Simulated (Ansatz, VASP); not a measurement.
# As in VASP and in Ansatz

INCAR

```
SYSTEM = As
ALGO = Normal ; DIPOL = 0.5 0.5 0.500
EDIFF = 1E-7 ; ENCUT = 520
IDIPOL = 3 ; ISIF = 2
ISMEAR = 0 ; LASPH = .True.
LCHARG = .True. ; LDIPOL = .True.
LELF = .True. ; LREAL = .False.
LVACPOTAV = .True. ; LVHAR = .True.
LWAVE = .False. ; NBANDS = 12
NELM = 60 ; PREC = Accurate
SIGMA = 0.02
```

Contents of KPOINTS:

```
k-points
0
Gamma
  9 9 1
  0 0 0
```

POSCAR

```
As
1.0
    3.5760000000      0.0000000000      0.0000000000
   -1.7880000000      3.0969068439      0.0000000000
    0.0000000000      0.0000000000     28.0000000000
As
2
Direct
    0.3333333333      0.6666666667      0.5211428571
    0.6666666667      0.3333333333      0.4788571429
```

Input for Ansatz:

```yaml
crystal:
  lattice:
    - [3.576, 0.0, 0.0]
    - [-1.788, 3.0969068439, 0.0]
    - [0.0, 0.0, 28.0]
  atoms:
    - { symbol: As, position: [0.3333333333, 0.6666666667, 0.5211428571] }
    - { symbol: As, position: [0.6666666667, 0.3333333333, 0.4788571429] }
  periodic: [true, true, false]
basis:
  ecutwfc: 420
kpoints:
  mp_grid: { grid: [9, 9, 1] }
hamiltonian:
  xc: lda
scf:
  occupations: { method: gaussian, width: 0.02 }
output:
  forces: true
  stress: true
  eigenvalues: true
```

Alike in both runs: task single point; functional LDA; k mesh 9 × 9 × 1; occupations gaussian, width 0.02 eV; no spin polarisation.

```csv
,VASP,Ansatz
version,VASP 6.6.1,Ansatz 0.2.0
potentials or method,"VASP PAW LDA potentials, release 64 (As), cutoff 520 eV","scalar-relativistic, plane waves, PAW"
valence electrons in the cell,10,30
```

Ansatz gave:

- gap on the k mesh at the Fermi level (eV): 1.10
- least direct gap on the mesh (eV): 1.24
- rms of the force components (eV/Å): 1.443

Task: What did VASP give for the same quantities?

Result: gap on the k mesh at the Fermi level (eV): 1.05; least direct gap on the mesh (eV): 1.19; rms of the force components (eV/Å): 1.541.

LDA's correlation is that of Perdew and Zunger in VASP and of Perdew and Wang (1992) in Ansatz. Atom by atom the forces differ by 0.098 eV/Å (rms over components). VASP's potentials hold 10 valence electrons a cell and Ansatz's 30, so a difference there can come from the potentials and not from the codes.
